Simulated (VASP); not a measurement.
# InSb (Pmmn) in VASP: notebook, part 2 of 2

VASP 6.6.1. The steps go on from the part before.

### Step 4. Electric field gradients, LDA (volume scaled by 0.99)

INCAR reads:

```
PREC     = Accurate       # precision mode
ENCUT    = 520            # plane-wave cutoff, eV
EDIFF    = 1E-8           # SCF threshold, eV
ISMEAR   = -1             # smearing method
SIGMA    = 0.08           # smearing width, eV
LREAL    = False          # projectors in reciprocal space
LASPH    = True           # aspherical terms in the spheres
NELM     = 60             # most SCF steps
ALGO     = Normal         # electronic algorithm
ISIF     = 2              # what is computed and relaxed
LWAVE    = False          # write WAVECAR
LCHARG   = False          # write CHGCAR
GGA      = CA             # functional
LEFG     = True         
NBANDS   = 26             # bands
```

KPOINTS reads:

```
regular mesh
0
Gamma
  6 6 11
```

POSCAR reads:

```
InSb
1.0
    5.3390834782      0.0000000000      0.0000000000
    0.0000000000      5.6928961784      0.0000000000
    0.0000000000      0.0000000000      3.0527557763
In Sb
2 2
Direct
    0.0000000000      0.0000000000      0.0000000000
    0.5000000000      0.5000000000      0.0000000000
    0.5000000000      0.0000000000      0.8350000000
    0.0000000000      0.5000000000      0.1650000000
```

Potentials or basis: VASP PAW LDA potentials, release 64 (In_d, Sb).

Run with:

```bash
> cat potpaw_LDA.64/In_d/POTCAR potpaw_LDA.64/Sb/POTCAR > POTCAR
> mpirun -np 1 vasp_std > vasp.out
```

OUTCAR:

```text
PREC = Accurate
   ENCUT = 520
   EDIFF = 1E-8
   ISMEAR = -1
   LREAL = False
   LASPH = True
   NELM = 60
   ISIF = 2
   GGA = CA

 ion  position               nearest neighbor table
   1  0.000  0.000  0.000-   3 2.72   3 2.72   4 2.89   4 2.89   3 3.69   3 3.69   4 3.82   4 3.82
                             2 3.90   2 3.90   2 3.90   2 3.90
   2  0.500  0.500  0.000-   4 2.72   4 2.72   3 2.89   3 2.89   4 3.69   4 3.69   3 3.82   3 3.82
                             1 3.90   1 3.90   1 3.90   1 3.90
   3  0.500  0.000  0.835-   1 2.72   1 2.72   2 2.89   2 2.89   1 3.69   1 3.69   2 3.82   2 3.82

   4  0.000  0.500  0.165-   2 2.72   2 2.72   1 2.89   1 2.89   2 3.69   2 3.69   1 3.82   1 3.82

  LATTYP: Found a simple orthorhombic cell.
 ALAT       =     3.0527557763
 B/A-ratio  =     1.7489389488
 C/A-ratio  =     1.8648383938

  Lattice vectors:

 A1 = (   0.0000000000,   0.0000000000,   3.0527557763)
 A2 = (   5.3390834782,   0.0000000000,   0.0000000000)
 A3 = (   0.0000000000,   5.6928961784,   0.0000000000)

Analysis of symmetry for initial positions (statically):
=====================================================================
 Subroutine PRICEL returns:
 Original cell was already a primitive cell.

 Routine SETGRP: Setting up the symmetry group for a
 simple orthorhombic supercell.

 Subroutine GETGRP returns: Found  8 space group operations
 (whereof  4 operations were pure point group operations)
 out of a pool of  8 trial point group operations.

The static configuration has the point symmetry C_2v.
 The point group associated with its full space group is D_2h.

Analysis of symmetry for dynamics (positions and initial velocities):
=====================================================================
[... 865 lines left out ...]

 [... further k-points ...]
[... 5 lines left out ...]
  --------------------------------------------------------------------------------------
  -------------------------------------------------------------------------------------
  Total       14.2027402      5.7225312      2.6162306      0.0000000      0.0000000      0.0000000
  in kB      245.2396507     98.8113235     45.1746254      0.0000000      0.0000000      0.0000000
  external PRESSURE =     129.7418665 kB  Pullay stress =       0.0000000 kB

 VOLUME and BASIS-vectors are now :
 -----------------------------------------------------------------------------
  energy-cutoff  :      520.00
  volume of cell :       92.79
      direct lattice vectors                 reciprocal lattice vectors
     5.339083478  0.000000000  0.000000000     0.187298064  0.000000000  0.000000000
     0.000000000  5.692896178  0.000000000     0.000000000  0.175657516  0.000000000
     0.000000000  0.000000000  3.052755776     0.000000000  0.000000000  0.327572879

 POSITION                                       TOTAL-FORCE (eV/Angst)
 -----------------------------------------------------------------------------------
      0.00000      0.00000      0.00000         0.000000      0.000000      0.256165
      2.66954      2.84645      0.00000         0.000000      0.000000     -0.256165
      2.66954      0.00000      2.54905         0.000000      0.000000     -0.640901
      0.00000      2.84645      0.50370         0.000000      0.000000      0.640901
 -----------------------------------------------------------------------------------
    total drift:                               -0.000000      0.000000     -0.000000

  FREE ENERGIE OF THE ION-ELECTRON SYSTEM (eV)
  ---------------------------------------------------
  free  energy   TOTEN  =       -15.4151006308 eV

  energy  without entropy=      -15.3852126248  energy(sigma->0) =      -15.40015663

 Electric field gradients (V/A^2)
---------------------------------------------------------------------
 ion       V_xx      V_yy      V_zz      V_xy      V_xz      V_yz
---------------------------------------------------------------------
   1     -85.615    13.097    72.518     0.000     0.000     0.000
   2     -85.615    13.097    72.518     0.000    -0.000     0.000
   3     -83.851   -71.648   155.499     0.000     0.000    -0.000
   4     -83.851   -71.648   155.499    -0.000     0.000    -0.000
---------------------------------------------------------------------

 Electric field gradients after diagonalization (V/A^2)
 (convention: |V_zz| > |V_xx| > |V_yy|)
----------------------------------------------------------------------
 ion       V_xx      V_yy      V_zz     asymmetry (V_yy - V_xx)/ V_zz
----------------------------------------------------------------------
   1      72.518    13.097   -85.615       0.694
   2      72.518    13.097   -85.615       0.694
   3     -83.851   -71.648   155.499       0.078
   4     -83.851   -71.648   155.499       0.078
----------------------------------------------------------------------

           NMR quadrupolar parameters

 Cq : quadrupolar parameter    Cq=e*Q*V_zz/h
 eta: asymmetry parameters     (V_yy - V_xx)/ V_zz
 Q  : nuclear electric quadrupole moment in mb (millibarn)
----------------------------------------------------------------------
 ion       Cq(MHz)       eta       Q (mb)
----------------------------------------------------------------------
   1      -0.207       0.694       1.000
   2      -0.207       0.694       1.000
   3       0.376       0.078       1.000
   4       0.376       0.078       1.000
----------------------------------------------------------------------
```

Wall time 1.9 min (1 thread of Intel Xeon 6975P-C (Granite Rapids), shared host); peak memory 0.31 GiB.

Results:

| Quantity | Value |
| --- | --- |
| Free energy | -15.4151 eV |
| Pressure | 13.0 GPa |
| Largest force | 0.641 eV/Å |
| Band gap on the k mesh | zero (band 18 reaches 11.23 eV, above the bottom of band 19 at 7.87 eV) |

Forces on the atoms (eV/Å):
```
In   0.000  0.000  0.256
In   0.000  0.000 -0.256
Sb   0.000  0.000 -0.641
Sb   0.000  0.000  0.641
```

Electric field gradients, principal values (V/Å²):
```csv
atom,least,middle,greatest (by size)
1 In,13.097,72.518,-85.615
2 In,13.097,72.518,-85.615
3 Sb,-71.648,-83.851,155.499
4 Sb,-71.648,-83.851,155.499
```

Caveat: without QUAD_EFG the Cq values of the log hold for a quadrupole moment of 1 mb, not for the nuclei; spin-orbit coupling is left out, which moves the levels of the heavy elements.

### Step 5. Electric field gradients, LDA (zz strain of +1 %)

INCAR reads:

```
SYSTEM = InSb
PREC = Accurate
ENCUT = 520
EDIFF = 1E-8
ISMEAR = -1
SIGMA = 0.08
LREAL = .FALSE.
LASPH = .TRUE.
NELM = 100
ALGO = Normal
ISIF = 2
LWAVE = .FALSE.
LCHARG = .FALSE.
LEFG = .TRUE.
NBANDS = 26
```

KPOINTS reads:

```
regular mesh
0
G
  6 6 11
  0 0 0
```

POSCAR reads:

```
InSb
1.0
    5.3570000000      0.0000000000      0.0000000000
    0.0000000000      5.7120000000      0.0000000000
    0.0000000000      0.0000000000      3.0936300000
In Sb
2 2
Direct
    0.0000000000      0.0000000000      0.0000000000
    0.5000000000      0.5000000000      0.0000000000
    0.5000000000      0.0000000000      0.8350000000
    0.0000000000      0.5000000000      0.1650000000
```

Potentials or basis: VASP PAW LDA potentials, release 64 (In_d, Sb).

Run with:

```bash
> cat potpaw_LDA.64/In_d/POTCAR potpaw_LDA.64/Sb/POTCAR > POTCAR
> mpirun -np 1 vasp_std > vasp.out
```

OUTCAR:

```text
SYSTEM = InSb
   PREC = Accurate
   ENCUT = 520
   EDIFF = 1E-8
   ISMEAR = -1
   LREAL = .FALSE.
   LASPH = .TRUE.
   NELM = 100
   ISIF = 2

 ion  position               nearest neighbor table
   1  0.000  0.000  0.000-   3 2.73   3 2.73   4 2.90   4 2.90   3 3.72   3 3.72   4 3.85   4 3.85
                             2 3.92   2 3.92   2 3.92   2 3.92
   2  0.500  0.500  0.000-   4 2.73   4 2.73   3 2.90   3 2.90   4 3.72   4 3.72   3 3.85   3 3.85
                             1 3.92   1 3.92   1 3.92   1 3.92
   3  0.500  0.000  0.835-   1 2.73   1 2.73   2 2.90   2 2.90   1 3.72   1 3.72   2 3.85   2 3.85

   4  0.000  0.500  0.165-   2 2.73   2 2.73   1 2.90   1 2.90   2 3.72   2 3.72   1 3.85   1 3.85

  LATTYP: Found a simple orthorhombic cell.
 ALAT       =     3.0936300000
[... 932 lines left out ...]
   1     -88.640    10.404    78.235     0.000     0.000    -0.000
   2     -88.640    10.404    78.235     0.000     0.000    -0.000
   3     -85.985   -72.291   158.276     0.000     0.000    -0.000
   4     -85.985   -72.291   158.276     0.000     0.000    -0.000
---------------------------------------------------------------------

 Electric field gradients after diagonalization (V/A^2)
 (convention: |V_zz| > |V_xx| > |V_yy|)
----------------------------------------------------------------------
 ion       V_xx      V_yy      V_zz     asymmetry (V_yy - V_xx)/ V_zz
----------------------------------------------------------------------
   1      78.235    10.404   -88.640       0.765
   2      78.235    10.404   -88.640       0.765
   3     -85.985   -72.291   158.276       0.087
   4     -85.985   -72.291   158.276       0.087
----------------------------------------------------------------------

           NMR quadrupolar parameters

 Cq : quadrupolar parameter    Cq=e*Q*V_zz/h
 eta: asymmetry parameters     (V_yy - V_xx)/ V_zz
 Q  : nuclear electric quadrupole moment in mb (millibarn)
----------------------------------------------------------------------
 ion       Cq(MHz)       eta       Q (mb)
----------------------------------------------------------------------
   1      -0.214       0.765       1.000
   2      -0.214       0.765       1.000
   3       0.383       0.087       1.000
   4       0.383       0.087       1.000
----------------------------------------------------------------------
```

stdout:

```text
POSCAR found type information on POSCAR InSb
 POSCAR found :  2 types and       4 ions
 scaLAPACK will be used
 LDA part: xc-table for (Slater(with rela. corr.)+CA(PZ))
 , standard interpolation
 POSCAR, INCAR and KPOINTS ok, starting setup
 FFT: planning ... GRIDC
 FFT: planning ... GRID_SOFT
 FFT: planning ... GRID
 WAVECAR not read
 entering main loop
ion   1

ion   2

ion   3

ion   4
```

It took 77 s on 1 thread of Intel Xeon 6975P-C (Granite Rapids), shared host; peak memory 0.31 GiB.

What came out:

```yaml
Free_energy: -15.5060 eV
Pressure: 11.0 GPa
Largest_force: 0.632 eV/Å
Band_gap_on_the_k_mesh: zero (band 18 reaches 10.95 eV, above the bottom of band 19 at 7.60 eV)
```

Forces on the atoms (eV/Å):
```
In   0.000  0.000  0.258
In   0.000  0.000 -0.258
Sb   0.000  0.000 -0.632
Sb   0.000  0.000  0.632
```

Electric field gradients, principal values (V/Å²):
```
atom    least   middle  greatest (by size)
1 In   10.404   78.235             -88.640
2 In   10.404   78.235             -88.640
3 Sb  -72.291  -85.985             158.276
4 Sb  -72.291  -85.985             158.276
```

Caveat: the cell differs from its parent crystal (zz strain of +1 %); without QUAD_EFG the Cq values of the log hold for a quadrupole moment of 1 mb, not for the nuclei; spin-orbit coupling is left out, which moves the levels of the heavy elements.

### Step 6. Electric field gradients, LDA (zz strain of +3 %)

INCAR reads:

```
  ALGO = Normal
  EDIFF = 1E-8
  ENCUT = 520
  ISIF = 2
  ISMEAR = -1
  LASPH = True
  LCHARG = False
  LEFG = True
  LREAL = False
  LWAVE = False
  NBANDS = 26
  NELM = 100
  PREC = Accurate
  SIGMA = 0.08
```

KPOINTS reads:

```
k-points
0
Gamma
  6 6 11
```

POSCAR, as its differences from that of step 5:

```diff
@@ -4,3 +4,3 @@
     0.0000000000      5.7120000000      0.0000000000
-    0.0000000000      0.0000000000      3.0936300000
+    0.0000000000      0.0000000000      3.1548900000
 In Sb
```

Potentials or basis: VASP PAW LDA potentials, release 64 (In_d, Sb).

Run with:

```bash
> cat potpaw_LDA.64/In_d/POTCAR potpaw_LDA.64/Sb/POTCAR > POTCAR
> mpirun -np 1 vasp_std > vasp.out
```

OUTCAR:

```text
EDIFF = 1E-8
   ENCUT = 520
   ISIF = 2
   ISMEAR = -1
   LASPH = True
   LREAL = False
   NELM = 100
   PREC = Accurate

 ion  position               nearest neighbor table
   1  0.000  0.000  0.000-   3 2.73   3 2.73   4 2.90   4 2.90   3 3.76   3 3.76   4 3.89   4 3.89
                             2 3.92   2 3.92   2 3.92   2 3.92
   2  0.500  0.500  0.000-   4 2.73   4 2.73   3 2.90   3 2.90   4 3.76   4 3.76   3 3.89   3 3.89
                             1 3.92   1 3.92   1 3.92   1 3.92
   3  0.500  0.000  0.835-   1 2.73   1 2.73   2 2.90   2 2.90   1 3.76   1 3.76   2 3.89   2 3.89

   4  0.000  0.500  0.165-   2 2.73   2 2.73   1 2.90   1 2.90   2 3.76   2 3.76   1 3.89   1 3.89

  LATTYP: Found a simple orthorhombic cell.
 ALAT       =     3.1548900000
 B/A-ratio  =     1.6979989794
[... 931 lines left out ...]
   1     -95.237     6.100    89.137     0.000    -0.000     0.000
   2     -95.237     6.100    89.137     0.000    -0.000     0.000
   3     -88.667   -69.092   157.759     0.000     0.000    -0.000
   4     -88.667   -69.092   157.759     0.000     0.000     0.000
---------------------------------------------------------------------

 Electric field gradients after diagonalization (V/A^2)
 (convention: |V_zz| > |V_xx| > |V_yy|)
----------------------------------------------------------------------
 ion       V_xx      V_yy      V_zz     asymmetry (V_yy - V_xx)/ V_zz
----------------------------------------------------------------------
   1      89.137     6.100   -95.237       0.872
   2      89.137     6.100   -95.237       0.872
   3     -88.667   -69.092   157.759       0.124
   4     -88.667   -69.092   157.759       0.124
----------------------------------------------------------------------

           NMR quadrupolar parameters

 Cq : quadrupolar parameter    Cq=e*Q*V_zz/h
 eta: asymmetry parameters     (V_yy - V_xx)/ V_zz
 Q  : nuclear electric quadrupole moment in mb (millibarn)
----------------------------------------------------------------------
 ion       Cq(MHz)       eta       Q (mb)
----------------------------------------------------------------------
   1      -0.230       0.872       1.000
   2      -0.230       0.872       1.000
   3       0.381       0.124       1.000
   4       0.381       0.124       1.000
----------------------------------------------------------------------
```

stdout:

```text
POSCAR found type information on POSCAR InSb
 POSCAR found :  2 types and       4 ions
 scaLAPACK will be used
 LDA part: xc-table for (Slater(with rela. corr.)+CA(PZ))
 , standard interpolation
 POSCAR, INCAR and KPOINTS ok, starting setup
 FFT: planning ... GRIDC
 FFT: planning ... GRID_SOFT
 FFT: planning ... GRID
 WAVECAR not read
 entering main loop
ion   1

ion   2

ion   3

ion   4
```

Wall time 91 s (1 thread of Intel Xeon 6975P-C (Granite Rapids), shared host); peak memory 0.32 GiB.

What came out:

```yaml
Free_energy: -15.5235 eV
Pressure: 9.5 GPa
Largest_force: 0.668 eV/Å
Band_gap_on_the_k_mesh: zero (band 18 reaches 10.74 eV, above the bottom of band 19 at 7.38 eV)
```

Forces in eV/Å, atoms in the order of the input:
```
In   0.000  0.000  0.276
In   0.000  0.000 -0.276
Sb   0.000  0.000 -0.668
Sb   0.000  0.000  0.668
```

Electric field gradients, principal values (V/Å²):
| atom | least | middle | greatest (by size) |
| --- | --- | --- | --- |
| 1 In | 6.100 | 89.137 | -95.237 |
| 2 In | 6.100 | 89.137 | -95.237 |
| 3 Sb | -69.092 | -88.667 | 157.759 |
| 4 Sb | -69.092 | -88.667 | 157.759 |

Caveat: the cell differs from its parent crystal (zz strain of +3 %); without QUAD_EFG the Cq values of the log hold for a quadrupole moment of 1 mb, not for the nuclei; spin-orbit coupling is left out, which moves the levels of the heavy elements.

### Step 7. Overview

| cell | gap on the mesh (eV) | pressure (GPa) | largest force (eV/Å) |
| --- | --- | --- | --- |
| a = 5.285, b = 5.635, c = 3.022 Å, 4 atoms | none | 16.8 | 0.73 |
| a = 5.339, b = 5.693, c = 3.053 Å, 4 atoms | none | 13.0 | 0.64 |
| a = 5.357, b = 5.712, c = 3.094 Å, 4 atoms | none | 11.0 | 0.63 |
| a = 5.357, b = 5.712, c = 3.155 Å, 4 atoms | none | 9.5 | 0.67 |

Alike in all rows: task electric field gradients; level LDA; potentials or basis VASP PAW LDA potentials, release 64 (In_d, Sb); no spin polarisation; k mesh 6 × 6 × 11; cutoff (eV) 520; smearing fermi-dirac 0.08 eV.

Caveats: spin-orbit coupling is left out, which moves the levels of the heavy elements.

Absolute energies hang on the potentials; compare differences alone.
